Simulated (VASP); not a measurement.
Runs of VASP 6.6.1 on BiTe. The structure is that of space group Fm-3m (No. 225), or close to it. The cells are those of the table. 

```csv
cell,gap on the mesh (eV),pressure (GPa)
"a = 4.438 Å, angles 60.0°, 2 atoms",none,(d)
"a = 4.506 Å, angles 60.0°, 2 atoms",none,0.6
"a = 4.541, b = 4.541, c = 4.575 Å, angles 59.8, 59.8, 60.5°, 2 atoms",none,(c)
"a = 4.678, b = 4.678, c = 4.712 Å, angles 59.8, 59.8, 60.5°, 2 atoms",none,-4.6
"a = 4.712 Å, angles 60.0°, 2 atoms",none,-5.0
"a = 4.541, b = 4.541, c = 4.506 Å, angles 60.3, 60.3, 59.5°, 2 atoms",none,-0.2
"a = 4.678, b = 4.678, c = 4.644 Å, angles 60.2, 60.2, 59.5°, 2 atoms",none,(a)
"a = 4.610, b = 4.610, c = 4.506 Å, angles 60.7, 60.7, 58.5°, 2 atoms",none,-1.5
"a = 4.609, b = 4.609, c = 4.575 Å, angles 60.2, 60.2, 59.5°, 2 atoms",none,-2.4
"a = 4.644 Å, angles 60.0°, 2 atoms",none,-3.6
"a = 4.575, b = 4.575, c = 4.506 Å, angles 60.5, 60.5, 59.0°, 2 atoms",none,(b)
```

Alike in all rows: task single point; level PBEsol; potentials or basis VASP PAW PBE potentials, release 64 (Bi_d, Te); no spin polarisation; k mesh 14 × 14 × 14; cutoff (eV) 520; smearing gaussian 0.15 eV.

**Question.** Estimate the missing entries.

**Answer.** (a) -4.1; (b) -0.9; (c) -1.0; (d) 3.5.

Caveats: the PAW data sets were made with another functional, which shifts forces and pressure a little; spin-orbit coupling is left out, which moves the levels of the heavy elements.

A k mesh can miss the band edges, and the runs leave out spin-orbit coupling on Bi, Te.

A gap of «none» marks levels without a gap at the run's occupations.
